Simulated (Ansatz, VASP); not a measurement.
## Two plane-wave programs on MgS

File POSCAR:

```
MgS
1.0
    0.0000000000      2.8308747665      2.8308747665
    2.8308747665      0.0000000000      2.8308747665
    2.8308747665      2.8308747665      0.0000000000
Mg S
1 1
Direct
    0.0000000000      0.0000000000      0.0000000000
    0.7500000000      0.7500000000      0.7500000000
```

The input INCAR.step1:

```
SYSTEM = MgS
PREC = Accurate
ENCUT = 520
ISMEAR = 0
SIGMA = 0.01
LREAL = .FALSE.
LASPH = .TRUE.
NELM = 100
NBANDS = 11
GGA = PE
ALGO = Normal
EDIFF = 1E-4
LWAVE = .TRUE.
LCHARG = .FALSE.
```

The input INCAR.step2:

```
SYSTEM = MgS
PREC = Accurate
ENCUT = 520
EDIFF = 1E-7
ISMEAR = 0
SIGMA = 0.01
LREAL = .FALSE.
LASPH = .TRUE.
NELM = 100
ALGO = Normal
ISIF = 2
LWAVE = .FALSE.
LCHARG = .FALSE.
METAGGA = R2SCAN
LMIXTAU = .TRUE.
NBANDS = 11
ISTART = 1
```

Contents of KPOINTS:

```
regular mesh
0
G
  8 8 8
  0 0 0
```

Input for Ansatz:

```yaml
crystal:
  lattice:
    - [0.0, 2.8308747665, 2.8308747665]
    - [2.8308747665, 0.0, 2.8308747665]
    - [2.8308747665, 2.8308747665, 0.0]
  atoms:
    - { symbol: Mg, position: [0.0, 0.0, 0.0] }
    - { symbol: S, position: [0.75, 0.75, 0.75] }
kpoints:
  mp_grid: { grid: [8, 8, 8] }
  band_path:
    path:
      - [0.0, 0.0, 0.0]
      - [-0.5, -0.5, 0.0]
      - [-0.375, -0.375, 0.25]
      - [-0.375, 0.0, 0.375]
      - [0.0, 0.0, 0.5]
      - [-0.5, -0.25, 0.25]
    npoints: 1
hamiltonian:
  xc: r2scan
scf:
  occupations: { method: fixed }
  n_extra_bands: 4
output:
  forces: true
  stress: true
  eigenvalues: true
  write_density: true
  write_potential: true
  elf: true
  volumetric_format: npy
```

Alike in both runs: task single point; functional r2SCAN; k mesh 8 × 8 × 8; no spin polarisation.

|  | VASP | Ansatz |
| --- | --- | --- |
| version | VASP 6.6.1 | Ansatz 0.2.0 |
| potentials or method | VASP PAW PBE potentials, release 64 (Mg, S) | plane waves, PAW |
| plane-wave cutoff (eV) | 520 | 500 |
| occupations | gaussian, width 0.01 eV | fixed |
| valence electrons in the cell | 8 | 16 |

|  | VASP | Ansatz | Ansatz less VASP |
| --- | --- | --- | --- |
| gap on the k mesh at the Fermi level (eV) | 4.13 | 4.14 | +0.013 |
| pressure (GPa) | -0.3 | 0.0 | +0.29 |

VASP's potentials were made for PBE, not for r2SCAN. VASP's potentials hold 8 valence electrons a cell and Ansatz's 16, so a difference there can come from the potentials and not from the codes.
